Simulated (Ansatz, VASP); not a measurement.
**One calculation of FeO, two programs**

```
Fe O
1.0
     0.00000    2.37332    2.37332
     2.37332    0.00000    2.37332
     2.37332    2.37332    0.00000
Fe O
1 1
Direct
  0.00000 0.00000 0.00000
  0.25000 0.25000 0.25000
```

Alike in both runs: task single point; functional PBE; k mesh 6 × 6 × 6; occupations gaussian, width 0.05 eV; collinear spin; Hubbard terms Fe d U = 4.0 eV.

|  | VASP | Ansatz |
| --- | --- | --- |
| version | VASP 6.6.1 | Ansatz 0.2.0 |
| potentials or method | VASP PAW PBE potentials, release 64 (Fe, O), cutoff 520 eV | scalar-relativistic, plane waves, PAW |
| valence electrons in the cell | 14 | 22 |

Ansatz gave:

| Item | Value |
| --- | --- |
| pressure (GPa) | 0.0 |
| traceless stress, the component that is largest in VASP (GPa) | -0.99 |
| net moment per atom (μB) | 2.00 |
| size of the moment on the site where the two differ most (μB) | 3.36 |

What did VASP give for the same quantities?

Pressure (GPa): -9.1; traceless stress, the component that is largest in VASP (GPa): 0.00; net moment per atom (μB): 2.04; size of the moment on the site where the two differ most (μB): 3.88.

Site moments also hang on the region over which each program counts them. The programs project onto different local orbitals, so the same U acts differently, and such runs can settle in different states. VASP's potentials hold 14 valence electrons a cell and Ansatz's 22, so a difference there can come from the potentials and not from the codes. Ansatz's warnings: stability check not made.

The k mesh is coarse, so the values compare programs but aren't converged.
